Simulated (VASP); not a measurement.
NaI: single point with PBEsol

The system is NaI.

```
Na I
1.0
    -2.21451    2.21451    8.36377
     2.21451   -2.21451    8.36377
     2.21451    2.21451   -8.36377
Na I
2 2
Direct
  0.25000 0.75000 0.50000
  0.50000 0.50000 0.00000
  0.75000 0.25000 0.50000
  0.00000 0.00000 0.00000
```

```json
{
 "Program": "VASP 6.6.1",
 "Task": "single point",
 "Functional": "PBEsol",
 "Potentials or basis": "VASP PAW PBE potentials, release 64 (Na_pv, I)",
 "Cutoff": "400 eV",
 "k mesh": "4 × 4 × 5",
 "Occupations": "gaussian, width 0.01 eV",
 "Spin": "no spin polarisation",
 "Dipole correction": "no",
 "k mesh for the DOS": "6 × 6 × 8",
 "Occupations for the DOS": "tetrahedron",
 "Further INCAR settings": "ALGO = Normal; EDIFF = 1e-06; NBANDS = 22"
}
```

```yaml
Valence_electrons_inside_the_program's_atomic_spheres: Na 6.02; I 4.33
```

Levels at points of the mesh, in eV from the valence-band top:
```tsv
k point	band 10	band 11	band 12	band 13	band 14	band 15	band 16	band 17	band 18	band 19
(0.00, 0.00, 0.00)	-0.35	-0.35	-0.32	-0.32	-0.05	3.00	4.67	5.91	6.23	7.04
(0.50, 0.00, 0.00)	-1.89	-0.83	-0.25	-0.23	-0.15	4.65	5.19	5.87	6.80	6.85
(0.50, 0.50, 0.00)	-1.59	-1.55	-1.55	-0.26	-0.26	4.24	4.24	6.27	6.27	6.81
(0.50, 0.50, 0.50)	-0.90	-0.44	-0.44	-0.23	-0.23	3.95	3.95	6.19	6.19	6.96
```

Wall time 11 min on 1 thread of Intel(R) Xeon(R) Platinum 8375C CPU @ 2.90GHz (Ice Lake) (shared host), peak memory 0.54 GiB.

Caveat: spin-orbit coupling is left out, which moves the levels of the heavy elements.
